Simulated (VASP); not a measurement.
# LiH (Fm-3m) in VASP: a series of runs, part 2 of 2

VASP 6.6.1. The steps go on from the part before.

**5. Single point, r2SCAN (volume changed by +3%)**

POSCAR reads:

```
LiH
1.0
    0.0000000000      2.0232356348      2.0232356348
    2.0232356348      0.0000000000      2.0232356348
    2.0232356348      2.0232356348      0.0000000000
Li H
1 1
Direct
    0.0000000000      0.0000000000      0.0000000000
    0.5000000000      0.5000000000      0.5000000000
```

INCAR.step1 reads:

```
  ALGO = Normal
  EDIFF = 1E-5
  ENCUT = 830
  GGA = PE
  GGA_COMPAT = F
  ISMEAR = 0
  LASPH = T
  LCHARG = F
  LREAL = F
  LWAVE = T
  NBANDS = 9
  NELM = 120
  PREC = Accurate
  SIGMA = 0.01
```

INCAR.step2 reads:

```
  ALGO = Normal
  EDIFF = 1E-6
  ENCUT = 830
  GGA_COMPAT = F
  ISIF = 2
  ISMEAR = 0
  ISTART = 1
  LASPH = T
  LCHARG = F
  LMIXTAU = T
  LREAL = F
  LWAVE = F
  METAGGA = R2SCAN
  NBANDS = 9
  NELM = 120
  PREC = Accurate
  SIGMA = 0.01
```

KPOINTS reads:

```
k-points
0
Gamma
  10 10 10
```

Potentials or basis: VASP PAW PBE potentials, release 64 (Li_sv, H).

Command:

```bash
$ cat potpaw_PBE.64/Li_sv/POTCAR potpaw_PBE.64/H/POTCAR > POTCAR
$ cp INCAR.step1 INCAR
$ mpirun -np 1 vasp_std > vasp.out
$ cp INCAR.step2 INCAR
$ mpirun -np 1 vasp_std > vasp.out
```

OUTCAR:

```text
EDIFF = 1E-6
   ENCUT = 830
   ISIF = 2
   ISMEAR = 0
   ISTART = 1
   LASPH = T
   LREAL = F
   METAGGA = R2SCAN
   NELM = 120
   PREC = Accurate

 ion  position               nearest neighbor table
   1  0.000  0.000  0.000-
   2  0.500  0.500  0.500-

  LATTYP: Found a face centered cubic cell.
 ALAT       =     4.0464712696

  Lattice vectors:

 A1 = (   0.0000000000,   2.0232356348,   2.0232356348)
 A2 = (   2.0232356348,   0.0000000000,   2.0232356348)
 A3 = (   2.0232356348,   2.0232356348,   0.0000000000)

Analysis of symmetry for initial positions (statically):
=====================================================================
 Subroutine PRICEL returns:
 Original cell was already a primitive cell.

 Routine SETGRP: Setting up the symmetry group for a
 face centered cubic supercell.

 Subroutine GETGRP returns: Found 48 space group operations
[... 9 lines left out ...]

 Routine SETGRP: Setting up the symmetry group for a
 face centered cubic supercell.

 Subroutine GETGRP returns: Found 48 space group operations
[... 11 lines left out ...]
                                     Primitive cell

  volume of cell :      16.5642

  direct lattice vectors                    reciprocal lattice vectors
     0.000000000  2.023235635  2.023235635    -0.247128902  0.247128902  0.247128902
     2.023235635  0.000000000  2.023235635     0.247128902 -0.247128902  0.247128902
     2.023235635  2.023235635  0.000000000     0.247128902  0.247128902 -0.247128902

  length of vectors
     2.861287275  2.861287275  2.861287275     0.428039813  0.428039813  0.428039813

  position of ions in fractional coordinates (direct lattice)
     0.000000000  0.000000000  0.000000000
     0.500000000  0.500000000  0.500000000

  ion indices of the primitive-cell ions
   primitive index   ion index
                 1           1
                 2           2

----------------------------------------------------------------------------------------

 KPOINTS: k-points

Automatic generation of k-mesh.
 Grid dimensions read from file:
 generate k-points for:   10   10   10

 Generating k-lattice:

  Cartesian coordinates                     Fractional coordinates (reciprocal lattice)
    -0.024712890  0.024712890  0.024712890     0.100000000  0.000000000  0.000000000
     0.024712890 -0.024712890  0.024712890     0.000000000  0.100000000  0.000000000
     0.024712890  0.024712890 -0.024712890     0.000000000  0.000000000  0.100000000

  Length of vectors
     0.042803981  0.042803981  0.042803981

  Shift w.r.t. Gamma in fractional coordinates (k-lattice)
     0.000000000  0.000000000  0.000000000

 Subroutine IBZKPT returns following result:
 ===========================================

 Found     47 irreducible k-points:

 Following reciprocal coordinates:
            Coordinates               Weight
  0.000000  0.000000  0.000000      1.000000
  0.100000  0.000000  0.000000      8.000000
  0.200000  0.000000  0.000000      8.000000
  0.300000  0.000000  0.000000      8.000000
  0.400000  0.000000  0.000000      8.000000
  0.500000  0.000000  0.000000      4.000000
[... 16 lines left out ...]
  0.300000  0.300000  0.000000      6.000000
  0.400000  0.300000  0.000000     24.000000
 [... further k-points ...]
   k-points           NKPTS =     47   k-points in BZ     NKDIM =     47   number of bands    NBANDS=      9
   number of dos      NEDOS =    301   number of ions     NIONS =      2
   total plane-waves  NPLWV =  21952
   dimension x,y,z NGX =    28 NGY =   28 NGZ =   28
   dimension x,y,z NGXF=    56 NGYF=   56 NGZF=   56
   ions per type =               1   1
   NGX,Y,Z   is equivalent  to a cutoff of  16.27, 16.27, 16.27 a.u.
   NGXF,Y,Z  is equivalent  to a cutoff of  32.54, 32.54, 32.54 a.u.
 SYSTEM =  unknown system
   PREC   = accura    normal or accurate (medium, high low for compatibility)
   ISTART =      1    job   : 0-new  1-cont  2-samecut
   ICHARG =      0    charge: 1-file 2-atom 10-const
   ISPIN  =      1    spin polarized calculation?
   LNONCOLLINEAR =      F non collinear calculations
   LSORBIT =      F    spin-orbit coupling
   LASPH  =      T    aspherical Exc in radial PAW
   ENCUT  =  830.0 eV  61.00 Ry    7.81 a.u.   6.72  6.72  6.72*2*pi/ulx,y,z
   NELM   =    120;   NELMIN=  2; NELMDL=  0     # of ELM steps
   EDIFF  = 0.1E-05   stopping-criterion for ELM
   LREAL  =      F    real-space projection
   EDIFFG = 0.1E-04   stopping-criterion for IOM
   NSW    =      0    number of steps for IOM
   IBRION =     -1    ionic relax: 0-MD 1-quasi-New 2-CG
   NFREE  =      0    steps in history (QN), initial steepest desc. (CG)
   ISIF   =      2    stress and relaxation
   ISYM   =      2    0-nonsym 1-usesym 2-fastsym
   POTIM  = 0.5000    time-step for ionic-motion
   TEBEG  =    0.0;   TEEND  =   0.0 temperature during run
   PSTRESS=    0.0 pullay stress
   NELECT =       4.0000    total number of electrons
   NUPDOWN=      -1.0000    fix difference up-down
   EMIN   =  10.00;   EMAX   =-10.00  energy-range for DOS
   EFERMI =   0.00;   METHOD = LEGACY
   ISMEAR =     0;   SIGMA  =   0.01  broadening in eV -4-tet -1-fermi 0-gaus
   EFERMI_NEDOS =   21; number of points for ismear=-14 and -15
   IALGO  =     38    algorithm
   IMIX   =      4    mixing-type and parameters
     AMIX     =   0.40;   BMIX     =  1.00
     AMIX_MAG =   1.60;   BMIX_MAG =  1.00
  volume/ion in A,a.u.               =       8.28        55.89
  Fermi-wavevector in a.u.,A,eV,Ry     =   1.019464  1.926507 14.140615  1.039306
  Thomas-Fermi vector in A             =   2.152979
   LORBIT       =      0    0 simple, 1 ext, 2 COOP (PROOUT), +10 PAW based schemes
   METAGGA = R2SCAN    functional components
   LHFCALC =     F    Hartree Fock is set to
   AEXX    =    0.0000 exact exchange contribution
   IVDW    =     0    specifies the selected vdW correction
   LEPSILON=     F    determine dielectric tensor
   LRPA    =     F    only Hartree local field effects (RPA)
 non-spin polarized calculation
 Gauss-broadening in eV      SIGMA  =   0.01
  energy-cutoff  :      830.00
  volume of cell :       16.56
 maximum number of plane-waves:       934
   NGX = 13   NGY = 13   NGZ = 13

 number of electron       3.9999999 magnetization

 Free energy of the ion-electron system (eV)
  ---------------------------------------------------
  ext. energy  EPLUGINS =         0.00000000
  ---------------------------------------------------
  free energy    TOTEN  =        -6.81748747 eV

  energy without entropy =       -6.81748747  energy(sigma->0) =       -6.81748747

 E-fermi :  -0.1984     XC(G=0):  -8.7288

 val. band max:       -0.3205103773   @ k =   0.5000   0.5000   0.0000
 cond. band min:       3.2735347660   @ k =   0.5000   0.5000   0.0000
 fundamental gap:      3.5940451432
 Fermi energy:        -0.1983949014

 k-point     1 :       0.0000    0.0000    0.0000
  band No.  band energies     occupation
      1     -46.0619      2.00000
      2      -5.6685      2.00000
      3      16.9123      0.00000
      4      18.7435      0.00000
      5      18.7435      0.00000
      6      18.7435      0.00000
      7      23.1516      0.00000
      8      23.1516      0.00000
      9      23.1516      0.00000

 k-point     2 :       0.1000    0.0000    0.0000
  band No.  band energies     occupation
      1     -46.0581      2.00000
      2      -5.4898      2.00000
      3      15.2392      0.00000
      4      17.7256      0.00000
      5      18.3087      0.00000
      6      18.3087      0.00000
      7      22.9090      0.00000
      8      24.1025      0.00000
      9      24.1025      0.00000

 k-point     3 :       0.2000    0.0000    0.0000
  band No.  band energies     occupation
      1     -46.0481      2.00000
      2      -4.9681      2.00000
      3      11.8149      0.00000
      4      16.4100      0.00000
      5      17.6475      0.00000
      6      17.6475      0.00000
      7      23.8718      0.00000
      8      23.8718      0.00000
      9      23.9185      0.00000
[... 229 lines left out ...]
 k-point    23 :       0.3000    0.3000    0.0000
  band No.  band energies     occupation
      1     -46.0275      2.00000
      2      -3.4199      2.00000
      3       8.8587      0.00000
      4      12.7388      0.00000
      5      12.7388      0.00000
      6      16.0516      0.00000
      7      18.5885      0.00000
      8      29.2762      0.00000
      9      32.3145      0.00000

 k-point    24 :       0.4000    0.3000    0.0000
  band No.  band energies     occupation
      1     -46.0198      2.00000
      2      -2.5318      2.00000
      3       6.9359      0.00000
      4      10.9325      0.00000
      5      12.2834      0.00000
      6      16.8999      0.00000
      7      18.6254      0.00000
      8      30.3453      0.00000
      9      31.0301      0.00000

 [... further k-points ...]
[... 5 lines left out ...]
  --------------------------------------------------------------------------------------
  -------------------------------------------------------------------------------------
  Total       -0.1055633     -0.1055633     -0.1055633      0.0000000      0.0000000     -0.0000000
  in kB      -10.2106691    -10.2106691    -10.2106691      0.0000000      0.0000000     -0.0000000
  external PRESSURE =     -10.2106691 kB  Pullay stress =       0.0000000 kB

 VOLUME and BASIS-vectors are now :
 -----------------------------------------------------------------------------
  energy-cutoff  :      830.00
  volume of cell :       16.56
      direct lattice vectors                 reciprocal lattice vectors
     0.000000000  2.023235635  2.023235635    -0.247128902  0.247128902  0.247128902
     2.023235635  0.000000000  2.023235635     0.247128902 -0.247128902  0.247128902
     2.023235635  2.023235635  0.000000000     0.247128902  0.247128902 -0.247128902

 POSITION                                       TOTAL-FORCE (eV/Angst)
 -----------------------------------------------------------------------------------
      0.00000      0.00000      0.00000        -0.000000      0.000000     -0.000000
      2.02324      2.02324      2.02324         0.000000     -0.000000      0.000000
 -----------------------------------------------------------------------------------
    total drift:                                0.000000      0.000000      0.000000

  FREE ENERGIE OF THE ION-ELECTRON SYSTEM (eV)
  ---------------------------------------------------
  free  energy   TOTEN  =        -6.8174874684 eV

  energy  without entropy=       -6.8174874684  energy(sigma->0) =       -6.81748747
```

OSZICAR.step1:

```text
N       E                     dE             d eps       ncg     rms          rms(c)
DAV:   1     0.671834038114E+00    0.67183E+00   -0.19594E+03   846   0.562E+02
DAV:   2    -0.624383153429E+01   -0.69157E+01   -0.68814E+01  1165   0.700E+01
DAV:   3    -0.636561183055E+01   -0.12178E+00   -0.12169E+00  1052   0.817E+00
DAV:   4    -0.636645615149E+01   -0.84432E-03   -0.84416E-03  1158   0.598E-01
DAV:   5    -0.636646353054E+01   -0.73790E-05   -0.73790E-05  1024   0.377E-02    0.287E+00
DAV:   6    -0.618377743339E+01    0.18269E+00   -0.15178E-01   956   0.121E+00    0.143E+00
DAV:   7    -0.612337678627E+01    0.60401E-01   -0.19212E-01   994   0.156E+00    0.217E-01
DAV:   8    -0.612524485731E+01   -0.18681E-02   -0.45484E-03  1030   0.465E-01    0.403E-02
DAV:   9    -0.612520245520E+01    0.42402E-04   -0.13805E-04  1100   0.475E-02    0.773E-03
DAV:  10    -0.612520101624E+01    0.14390E-05   -0.58852E-06   821   0.176E-02
   1 F= -.61252010E+01 E0= -.61252010E+01  d E =-.158919-151
```

Wall time 99 s (1 thread of Intel Xeon 8259CL, shared host); peak memory 0.16 GiB.

What came out:

| Quantity | Value |
| --- | --- |
| Free energy | -6.8175 eV |
| Pressure | -1.0 GPa |
| Band gap on the k mesh | 3.59 eV, direct |

Caveat: the PAW data sets were made with another functional, which shifts forces and pressure a little. A k mesh can miss the band edges.

**6. Single point, r2SCAN (volume changed by +6%)**

POSCAR reads:

```
LiH
1.0
    0.0000000000      2.0426910171      2.0426910171
    2.0426910171      0.0000000000      2.0426910171
    2.0426910171      2.0426910171      0.0000000000
Li H
1 1
Direct
    0.0000000000      0.0000000000      0.0000000000
    0.5000000000      0.5000000000      0.5000000000
```

INCAR.step1 reads:

```
PREC = Accurate
ENCUT = 830
ISMEAR = 0
SIGMA = 0.01
LREAL = False
LASPH = True
NELM = 120
NBANDS = 9
GGA = PE
ALGO = Normal
EDIFF = 1E-5
LWAVE = True
LCHARG = False
GGA_COMPAT = False
```

INCAR.step2 reads:

```
PREC = Accurate
ENCUT = 830
EDIFF = 1E-6
ISMEAR = 0
SIGMA = 0.01
LREAL = False
LASPH = True
NELM = 120
ALGO = Normal
ISIF = 2
LWAVE = False
LCHARG = False
METAGGA = R2SCAN
LMIXTAU = True
NBANDS = 9
ISTART = 1
GGA_COMPAT = False
```

KPOINTS reads:

```
Automatic mesh
0
Gamma
  10 10 10
```

Potentials or basis: VASP PAW PBE potentials, release 64 (Li_sv, H).

Command:

```bash
$ cat potpaw_PBE.64/Li_sv/POTCAR potpaw_PBE.64/H/POTCAR > POTCAR
$ cp INCAR.step1 INCAR
$ mpirun -np 1 vasp_std > vasp.out
$ cp INCAR.step2 INCAR
$ mpirun -np 1 vasp_std > vasp.out
```

It took 91 s on 1 thread of Intel Xeon 8259CL, shared host; peak memory 0.16 GiB.

It converged, with:

```
Free energy            : -6.8127 eV
Pressure               : -2.1 GPa
Band gap on the k mesh : 3.61 eV, direct
```

Levels at points of the mesh, in eV from the valence-band top:
```tsv
k point	band 1	band 2	band 3	band 4	band 5	band 6	band 7
(0.00, 0.00, 0.00)	-45.78	-5.24	16.86	18.76	18.76	18.76	23.12
(0.50, 0.00, 0.00)	-45.74	-2.48	5.51	14.42	17.58	17.58	19.24
(0.50, 0.50, 0.00)	-45.73	0.00	3.61	11.44	11.44	14.68	18.31
```

Caveat: the PAW data sets were made with another functional, which shifts forces and pressure a little. A k mesh can miss the band edges.

**7. The runs side by side**

| cell | gap on the mesh (eV) | pressure (GPa) |
| --- | --- | --- |
| a = 2.833 Å, angles 60.0°, 2 atoms | 3.58 | -0.1 |
| a = 2.805 Å, angles 60.0°, 2 atoms | 3.56 | 0.8 |
| a = 2.861 Å, angles 60.0°, 2 atoms | 3.59 | -1.0 |
| a = 2.889 Å, angles 60.0°, 2 atoms | 3.61 | -2.1 |

Alike in all rows: task single point; level r2SCAN; potentials or basis VASP PAW PBE potentials, release 64 (Li_sv, H); no spin polarisation; k mesh 10 × 10 × 10; cutoff (eV) 830; smearing gaussian 0.01 eV.

Caveats: the PAW data sets were made with another functional, which shifts forces and pressure a little.

Absolute energies hang on the potentials; compare differences alone.
